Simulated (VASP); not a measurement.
Wanted: the native input for a VASP 6.6.1 run.

```
Task                   : single point
Functional             : r2SCAN
Potentials or basis    : VASP PAW PBE potentials, release 64 (Pb_d, Te)
Cutoff                 : 520 eV
k mesh                 : 4 × 4 × 4
Occupations            : fermi-dirac, width 0.052 eV
Spin                   : no spin polarisation
Dipole correction      : no
Further INCAR settings : ALGO = Normal; EDIFF = 1e-07; NBANDS = 17
```

TePb:

```xyz
2
Lattice="0.0000 3.6415 3.6415 3.6415 0.0000 3.6415 3.6415 3.6415 0.0000" Properties=species:S:1:pos:R:3 pbc="T T T"
Pb   -0.0178   -0.0219   -0.0159
Te    1.8497    1.8563    1.8465
```

The input as run:

POSCAR

```
TePb
1.0
    0.0000000000      3.6414940692      3.6414940692
    3.6414940692      0.0000000000      3.6414940692
    3.6414940692      3.6414940692      0.0000000000
Pb Te
1 1
Direct
   -0.0027393976     -0.0016230975     -0.0032683014
    0.2544483068      0.2526358639      0.2553070202
```

INCAR.step1

```
SYSTEM = TePb
PREC = Accurate ; ENCUT = 520
ISMEAR = -1 ; SIGMA = 0.052
LREAL = .FALSE. ; LASPH = .TRUE.
NELM = 60 ; NBANDS = 17
GGA = PE ; ALGO = Normal
EDIFF = 1E-4 ; LWAVE = .TRUE.
LCHARG = .FALSE.
```

INCAR.step2

```
SYSTEM = TePb
PREC = Accurate ; ENCUT = 520
EDIFF = 1E-7 ; ISMEAR = -1
SIGMA = 0.052 ; LREAL = .FALSE.
LASPH = .TRUE. ; NELM = 60
ALGO = Normal ; ISIF = 2
LWAVE = .FALSE. ; LCHARG = .FALSE.
METAGGA = R2SCAN ; LMIXTAU = .TRUE.
NBANDS = 17 ; ISTART = 1
```

KPOINTS

```
Automatic mesh
0
G
  4 4 4
  0 0 0
```

Potentials or basis: VASP PAW PBE potentials, release 64 (Pb_d, Te).

Launch:

```sh
$ cat potpaw_PBE.64/Pb_d/POTCAR potpaw_PBE.64/Te/POTCAR > POTCAR
$ cp INCAR.step1 INCAR
$ mpirun -np 1 vasp_std > vasp.out
$ cp INCAR.step2 INCAR
$ mpirun -np 1 vasp_std > vasp.out
```

It gave:

```
Pressure               : 0.0 GPa
Largest force          : 0.246 eV/Å
Band gap on the k mesh : 0.75 eV (least direct gap 1.38 eV)
```

Caveat: the structure was generated, so it needn't be the stable form of TePb; the PAW data sets were made with another functional, which shifts forces and pressure a little; spin-orbit coupling is left out, which moves the levels of the heavy elements.

Run time: 2.4 min on 1 thread of Intel(R) Xeon(R) Platinum 8559C (Emerald Rapids), with other jobs on the host, peak memory 0.29 GiB.
